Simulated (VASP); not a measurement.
# TaN (Fmm2) in VASP: further runs, part 3 of 3

VASP 6.6.1.

### Step 6. Single point, LDA (atoms displaced along a vibrational mode, the cell strained)

INCAR reads:

```
SYSTEM = TaN
ALGO     = Normal         ! electronic algorithm
EDIFF    = 1E-6           ! SCF threshold, eV
ENCUT    = 520            ! plane-wave cutoff, eV
ISIF     = 2              ! what is computed and relaxed
ISMEAR   = 0              ! smearing method
LASPH    = .TRUE.         ! aspherical terms in the spheres
LCHARG   = .TRUE.         ! write CHGCAR
LELF     = .TRUE.         ! ELF
LREAL    = .FALSE.        ! projectors in reciprocal space
LVHAR    = .TRUE.       
LWAVE    = .FALSE.        ! write WAVECAR
NBANDS   = 15             ! bands
NELM     = 80             ! most SCF steps
PREC     = Accurate       ! precision mode
SIGMA    = 0.15           ! smearing width, eV
```

KPOINTS reads:

```
k-points
0
G
  18 18 18
  0 0 0
```

POSCAR reads:

```
TaN
1.0
    0.0000000000      2.2323223663      2.1742693740
    2.2323223663      0.0000000000      2.1742693740
    2.2323223663      2.2323223663      0.0000000000
Ta N
1 1
Direct
    0.4967281469      0.5032718531      0.5032718531
    0.0422670719     -0.0422670719     -0.0422670719
```

Potentials or basis: VASP PAW LDA potentials, release 64 (Ta_pv, N).

Run with:

```bash
$ cat potpaw_LDA.64/Ta_pv/POTCAR potpaw_LDA.64/N/POTCAR > POTCAR
$ mpirun -np 1 vasp_std > vasp.out
```

OUTCAR:

```text
SYSTEM = TaN
   EDIFF = 1E-6
   ENCUT = 520
   ISIF = 2
   ISMEAR = 0
   LASPH = .TRUE.
   LREAL = .FALSE.
   NELM = 80
   PREC = Accurate

 ion  position               nearest neighbor table
   1  0.497  0.503  0.503-   2 2.03   2 2.18   2 2.18   2 2.24   2 2.24   2 2.44
   2  0.042  0.958  0.958-   1 2.03   1 2.18   1 2.18   1 2.24   1 2.24   1 2.44

  LATTYP: Found a body centered tetragonal cell.
 ALAT       =     3.1569805660
 C/A-ratio  =     1.3774360206

  Lattice vectors:

 A1 = (   0.0000000000,  -2.2323223663,  -2.1742693740)
[... 611 lines left out ...]
     12      13.3772      0.00000
     13      13.7612      0.00000
     14      20.6158      0.00000
     15      21.4996      0.00000

 [... further k-points ...]
[... 5 lines left out ...]
  --------------------------------------------------------------------------------------
  -------------------------------------------------------------------------------------
  Total       -0.3039650     -2.7156859     -0.7739760      0.0000000      0.0000000      0.0000000
  in kB      -22.4738272   -200.7857813    -57.2243531      0.0000000      0.0000000      0.0000000
  external PRESSURE =     -93.4946539 kB  Pullay stress =       0.0000000 kB

 VOLUME and BASIS-vectors are now :
 -----------------------------------------------------------------------------
  energy-cutoff  :      520.00
  volume of cell :       21.67
      direct lattice vectors                 reciprocal lattice vectors
     0.000000000  2.232322366  2.174269374    -0.223981987  0.223981987  0.229962306
     2.232322366  0.000000000  2.174269374     0.223981987 -0.223981987  0.229962306
     2.232322366  2.232322366  0.000000000     0.223981987  0.223981987 -0.229962306

 POSITION                                       TOTAL-FORCE (eV/Angst)
 -----------------------------------------------------------------------------------
      2.24693      2.23232      2.17427        -1.511123      0.000000      0.000000
      4.27594      2.23232      2.17427         1.511123      0.000000      0.000000
 -----------------------------------------------------------------------------------
    total drift:                                0.000079     -0.000000      0.000000

  FREE ENERGIE OF THE ION-ELECTRON SYSTEM (eV)
  ---------------------------------------------------
  free  energy   TOTEN  =       -23.9565255104 eV

  energy  without entropy=      -23.9475424197  energy(sigma->0) =      -23.95203397
```

OSZICAR:

```text
N       E                     dE             d eps       ncg     rms          rms(c)
DAV:   1     0.854278917249E+02    0.85428E+02   -0.84782E+03 25997   0.109E+03
DAV:   2    -0.244762491499E+02   -0.10990E+03   -0.10379E+03 32068   0.294E+02
DAV:   3    -0.269792257255E+02   -0.25030E+01   -0.24892E+01 28757   0.414E+01
DAV:   4    -0.269882748757E+02   -0.90492E-02   -0.90439E-02 34217   0.273E+00
DAV:   5    -0.269883428974E+02   -0.68022E-04   -0.68019E-04 29205   0.207E-01    0.240E+01
DAV:   6    -0.241171712536E+02    0.28712E+01   -0.60048E+00 29424   0.263E+01    0.100E+01
DAV:   7    -0.239994298467E+02    0.11774E+00   -0.47054E-01 31452   0.549E+00    0.682E+00
DAV:   8    -0.239615096769E+02    0.37920E-01   -0.16754E-01 28477   0.324E+00    0.118E+00
DAV:   9    -0.239567354800E+02    0.47742E-02   -0.13780E-02 28876   0.919E-01    0.258E-01
DAV:  10    -0.239565553402E+02    0.18014E-03   -0.74008E-04 30500   0.304E-01    0.679E-02
DAV:  11    -0.239565257863E+02    0.29554E-04   -0.67437E-05 28862   0.871E-02    0.142E-02
DAV:  12    -0.239565255104E+02    0.27592E-06   -0.42606E-06 29590   0.190E-02
   1 F= -.23956526E+02 E0= -.23952034E+02  d E =-.898309E-02
```

stdout:

```text
POSCAR found type information on POSCAR TaN
 POSCAR found :  2 types and       2 ions
 scaLAPACK will be used
 LDA part: xc-table for (Slater(with rela. corr.)+CA(PZ))
 , standard interpolation
 POSCAR, INCAR and KPOINTS ok, starting setup
 FFT: planning ... GRIDC
 FFT: planning ... GRID_SOFT
 FFT: planning ... GRID
 WAVECAR not read
 entering main loop
```

It took 3.6 min on 1 thread of Intel Xeon Platinum 8175M at 2.50GHz (Skylake/Cascade Lake), shared host; peak memory 0.37 GiB.

What came out:

```
Free energy            : -23.9565 eV
Pressure               : -9.3 GPa
Largest force          : 1.511 eV/Å
Band gap on the k mesh : zero (bands 8 and 9 overlap by 3.14 eV)
```

Forces in eV/Å, atoms in the order of the input:
```
Ta  -1.511  0.000  0.000
N    1.511  0.000  0.000
```

Stress tensor (GPa, compression positive):
```
 -2.25   0.00   0.00
  0.00 -20.08   0.00
  0.00   0.00  -5.72
```

Caveat: the cell differs from its parent crystal (atoms displaced along a vibrational mode, the cell strained); the cell stands under tension; spin-orbit coupling is left out, which moves the levels of the heavy elements; forces of over 1 eV/Å act on the atoms, so gaps and moduli don't describe the material at rest.

### Step 7. Summary

| cell | gap on the mesh (eV) | pressure (GPa) | largest force (eV/Å) |
| --- | --- | --- | --- |
| a = 3.137, b = 3.137, c = 3.198 Å, angles 59.4, 59.4, 61.3°, 2 atoms, atomic positions A | none | -16.7 | 1.18 |
| a = 3.095, b = 3.095, c = 3.116 Å, angles 59.8, 59.8, 60.4°, 2 atoms, atomic positions A | none | -0.6 | 1.89 |
| a = 3.116, b = 3.116, c = 3.157 Å, angles 59.6, 59.6, 60.9°, 2 atoms, atomic positions B | none | -12.8 | 0.84 |
| a = 3.116, b = 3.116, c = 3.157 Å, angles 59.6, 59.6, 60.9°, 2 atoms, atomic positions C | none | -4.3 | 2.42 |
| a = 3.116, b = 3.116, c = 3.157 Å, angles 59.6, 59.6, 60.9°, 2 atoms, atomic positions A | none | -9.3 | 1.51 |

Alike in all rows: task single point; level LDA; potentials or basis VASP PAW LDA potentials, release 64 (Ta_pv, N); no spin polarisation; k mesh 18 × 18 × 18; cutoff (eV) 520; smearing gaussian 0.15 eV.

Caveats: spin-orbit coupling is left out, which moves the levels of the heavy elements; the cell stands under tension (at least some runs); forces of over 1 eV/Å act on the atoms, so gaps and moduli don't describe the material at rest (at least some runs).

Absolute energies hang on the potentials; compare differences alone.
